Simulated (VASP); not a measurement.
Here is a VASP 6.6.1 calculation.

INCAR

```
SYSTEM = Si2W
PREC = Accurate ; ENCUT = 520
EDIFF = 1E-6 ; ISMEAR = 0
SIGMA = 0.1 ; LREAL = .FALSE.
LASPH = .TRUE. ; NELM = 80
ALGO = Normal ; ISIF = 2
LWAVE = .FALSE. ; LCHARG = .TRUE.
GGA = PE ; LELF = .TRUE.
LVHAR = .TRUE. ; NBANDS = 18
```

Contents of KPOINTS:

```
regular mesh
0
G
  18 18 18
  0 0 0
```

Contents of POSCAR:

```
Si2W
1.0
   -1.5574345600      1.5574345600      3.9390544000
    1.5574345600     -1.5574345600      3.9390544000
    1.5574345600      1.5574345600     -3.9390544000
Si W
2 1
Direct
    0.3376627343      0.3376627343      0.0000000000
    0.6623372657      0.6623372657      0.0000000000
    0.0000000000      0.0000000000      0.0000000000
```

Potentials or basis: VASP PAW PBE potentials, release 64 (Si, W_sv).

Command:

```console
$ cat potpaw_PBE.64/Si/POTCAR potpaw_PBE.64/W_sv/POTCAR > POTCAR
$ mpirun -np 1 vasp_std > vasp.out
```

(1) Predict the pressure.

(2) Estimate the band gap on the k mesh.

Results:

(1) 18.7 GPa.

(2) zero (bands 11 and 12 overlap by 1.43 eV).

Caveat: the cell differs from its parent crystal (strained); the cell stands under pressure; spin-orbit coupling is left out, which moves the levels of the heavy elements.
